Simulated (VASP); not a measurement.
**BN: single point with r2SCAN**

Crystal: BN.

```xyz
4
Lattice="2.5010 0.0000 0.0000 -1.2505 2.1659 0.0000 0.0000 0.0000 6.9429" Properties=species:S:1:pos:R:3 pbc="T T T"
B     0.0000    1.4439    1.7357
B     1.2505    0.7220    5.2072
N     0.0000    1.4439    5.2072
N     1.2505    0.7220    1.7357
```

This cell differs from its parent crystal: strain +0.0100 x Voigt [0, 0, 1, 0, 0, 0].

```json
{"Program": "VASP 6.6.1", "Task": "single point", "Functional": "r2SCAN", "Potentials or basis": "VASP PAW PBE potentials, release 64 (B, N)", "Cutoff": "520 eV", "k mesh": "12 × 12 × 4", "Occupations": "gaussian, width 0.05 eV", "Spin": "no spin polarisation"}
```

| Property | Result |
| --- | --- |
| Pressure | 0.3 GPa |
| Band gap on the k mesh | 4.94 eV, indirect (least direct gap 5.38 eV) |

Stress tensor (GPa, compression positive):
```
 0.66  0.00  0.00
 0.00  0.66  0.00
 0.00  0.00 -0.44
```

Levels at points of the mesh, in eV from the valence-band top:
```tsv
k point	band 6	band 7	band 8	band 9	band 10	band 11
(0.00, 0.00, 0.00)	-1.35	-1.33	-1.33	5.33	10.47	12.35
(0.50, 0.00, 0.00)	-4.25	-1.32	-0.53	4.94	6.15	10.20
(0.00, 0.00, 0.50)	-1.34	-1.34	-1.34	7.58	7.58	12.39
(0.50, 0.00, 0.50)	-4.27	-0.92	-0.92	5.37	5.37	10.64
```

Run time: 3 min on 1 thread of AMD EPYC 7R43 64-Core Processor (Zen 3), with other jobs on the host, peak memory 0.13 GiB.

Caveat: the cell differs from its parent crystal (strain +0.0100 x Voigt [0, 0, 1, 0, 0, 0]); the PAW data sets were made with another functional, which shifts forces and pressure a little. A k mesh can miss the band edges.
